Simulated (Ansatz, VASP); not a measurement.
## KI: VASP beside Ansatz

INCAR

```
SYSTEM = KI
ALGO = Normal
EDIFF = 1E-7
ENCUT = 520
GGA = PS
ISIF = 2
ISMEAR = -1
LASPH = .True.
LCHARG = .False.
LREAL = .False.
LWAVE = .False.
NBANDS = 15
NELM = 100
PREC = Accurate
SIGMA = 0.01
```

KPOINTS

```
k-points
0
Gamma
  8 8 8
  0 0 0
```

Contents of POSCAR:

```
KI
1.0
    0.0000000000      3.5245500000      3.5950410000
    3.5245500000      0.0000000000      3.5950410000
    3.5245500000      3.5245500000      0.0000000000
K I
1 1
Direct
    0.0000000000      0.0000000000      0.0000000000
    0.5000000000      0.5000000000      0.5000000000
```

Input for Ansatz:

```yaml
crystal:
  lattice:
    - [0.0, 3.52455, 3.595041]
    - [3.52455, 0.0, 3.595041]
    - [3.52455, 3.52455, 0.0]
  atoms:
    - { symbol: K, position: [0.0, 0.0, 0.0] }
    - { symbol: I, position: [0.5, 0.5, 0.5] }
kpoints:
  mp_grid: { grid: [8, 8, 8] }
  band_path:
    path:
      - [0.0, 0.0, 0.0]
      - [0.0, 0.5, 0.5]
      - [0.25, 0.75, 0.5]
      - [0.0, 0.5, 0.0]
      - [0.0, 0.0, 0.0]
      - [0.5, 0.5, 0.0]
      - [0.3701460977, 0.6298539023, 0.0]
      - [-0.3701460977, 0.3701460977, 0.0]
      - [0.0, 0.0, 0.0]
    npoints: 5
scf:
  occupations: { method: fermi_dirac, width: 0.01 }
hamiltonian:
  xc: pbesol
  pseudopotentials: { kind: all_electron, lapw: { basis_error: 0.001 } }
output:
  forces: true
  stress: true
  eigenvalues: true
```

Change from the starting cell: zz strain of +2 %.

Alike in both runs: task single point; functional PBEsol; k mesh 8 × 8 × 8; occupations fermi-dirac, width 0.01 eV; no spin polarisation.

```csv
,VASP,Ansatz
version,VASP 6.6.1,Ansatz 0.2.0
potentials or method,"VASP PAW PBE potentials, release 64 (K_sv, I), cutoff 520 eV","all-electron LAPW, scalar-relativistic"
```

```tsv
	VASP	Ansatz	Ansatz less VASP
gap on the k mesh at the Fermi level (eV)	3.79	3.79	+0.003
pressure (GPa)	-0.4	-0.4	-0.03
traceless stress, the component that is largest in VASP (GPa)	-0.27	-0.27	+0.005
```

VASP's potentials were made for PBE, not for PBEsol. Ansatz ran all-electron here, and VASP with PAW potentials.

Spin-orbit coupling is off throughout.
